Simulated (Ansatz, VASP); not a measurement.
**AlN in VASP and in Ansatz**

INCAR

```
PREC = Accurate ; ENCUT = 520
EDIFF = 1E-6 ; ISMEAR = 0
SIGMA = 0.05 ; LREAL = F
LASPH = T ; NELM = 60
ALGO = Normal ; ISIF = 2
LWAVE = F ; LCHARG = F
GGA = PS ; NBANDS = 26
```

File KPOINTS:

```
Automatic mesh
0
Gamma
  6 6 6
```

File POSCAR:

```
AlN
1.0
    4.3771405283      0.0000000000      0.0000000000
    0.0000000000     -4.3771405283      0.0000000000
    0.0000000000      0.0000000000     -4.3771405283
Al N
4 4
Direct
   -0.0407094330     -0.0863577483     -0.0407094330
    0.5000000000      0.5000000000      0.0000000000
    0.5000000000      0.0000000000      0.5000000000
    0.0000000000      0.5000000000      0.5000000000
    0.7500000000      0.7500000000      0.7500000000
    0.2500000000      0.2500000000      0.7500000000
    0.2500000000      0.7500000000      0.2500000000
    0.7500000000      0.2500000000      0.2500000000
```

Input for Ansatz:

```yaml
crystal:
  lattice:
    - [4.3771405283, 0.0, 0.0]
    - [0.0, -4.3771405283, 0.0]
    - [0.0, 0.0, -4.3771405283]
  atoms:
    - { symbol: Al, position: [-0.040709433, -0.0863577483, -0.040709433] }
    - { symbol: Al, position: [0.5, 0.5, 0.0] }
    - { symbol: Al, position: [0.5, 0.0, 0.5] }
    - { symbol: Al, position: [0.0, 0.5, 0.5] }
    - { symbol: "N", position: [0.75, 0.75, 0.75] }
    - { symbol: "N", position: [0.25, 0.25, 0.75] }
    - { symbol: "N", position: [0.25, 0.75, 0.25] }
    - { symbol: "N", position: [0.75, 0.25, 0.25] }
basis:
  ecutwfc: 420
kpoints:
  mp_grid: { grid: [6, 6, 6] }
hamiltonian:
  xc: pbesol
  pseudopotentials: { kind: paw, azcp: { folder: soft_1 } }
scf:
  occupations: { method: gaussian, width: 0.05 }
output:
  forces: true
  stress: true
  eigenvalues: true
```

Alike in both runs: task single point; functional PBEsol; k mesh 6 × 6 × 6; occupations gaussian, width 0.05 eV; no spin polarisation.

|  | VASP | Ansatz |
| --- | --- | --- |
| version | VASP 6.6.1 | Ansatz 0.2.0 |
| potentials or method | VASP PAW PBE potentials, release 64 (Al, N), cutoff 520 eV | scalar-relativistic, plane waves, PAW |
| valence electrons in the cell | 32 | 32 |

Ansatz gave:

```
gap on the k mesh at the Fermi level (eV)                     : 1.80
least direct gap on the mesh (eV)                             : 1.86
pressure (GPa)                                                : 10.9
traceless stress, the component that is largest in VASP (GPa) : -14.76
rms of the force components (eV/Å)                            : 4.886
```

**Question.** Which values does VASP return?

**Answer.** gap on the k mesh at the Fermi level (eV): 1.79; least direct gap on the mesh (eV): 1.85; pressure (GPa): 11.1; traceless stress, the component that is largest in VASP (GPa): -15.00; rms of the force components (eV/Å): 4.934.

VASP's potentials were made for PBE, not for PBEsol, and Ansatz warns of the same on its side. Atom by atom the forces differ by 0.049 eV/Å (rms over components). The functional is the same, so the differences come from potentials, cutoffs and numerics.
